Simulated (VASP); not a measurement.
Si, 2 atoms in the cell. The structure is cubic, space group Fd-3m (No. 227). Conventional cell: a = 5.290 Å, b = 5.290 Å, c = 5.290 Å, α = 90.00°, β = 90.00°, γ = 90.00°. Within 3.0 Å of Si (site symmetry -43m) lie 4 Si at 2.29 Å. 

| Property | Result |
| --- | --- |
| Program | VASP 6.6.1 |
| Task | single point |
| Functional | r2SCAN |
| Potentials or basis | VASP PAW PBE potentials, release 64 (Si) |
| Cutoff | 520 eV |
| k mesh | 8 × 8 × 8 |
| Occupations | gaussian, width 0.01 eV |
| Spin | no spin polarisation |
| Dipole correction | no |
| Further INCAR settings | ALGO = Normal; EDIFF = 1e-06; NBANDS = 11 |

Potentials or basis: VASP PAW PBE potentials, release 64 (Si).

Command:

```sh
$ cat potpaw_PBE.64/Si/POTCAR > POTCAR
$ cp INCAR.step1 INCAR
$ mpirun -np 1 vasp_std > vasp.out
$ cp INCAR.step2 INCAR
$ mpirun -np 1 vasp_std > vasp.out
```

Hardware: 1 thread of Intel(R) Xeon(R) Platinum 8488C (Sapphire Rapids), with other jobs on the host.

How long does it take, and how much memory?

It took 35 s on 1 thread of Intel(R) Xeon(R) Platinum 8488C (Sapphire Rapids), on a shared host, peak memory 0.15 GiB. Counts: k points 29.
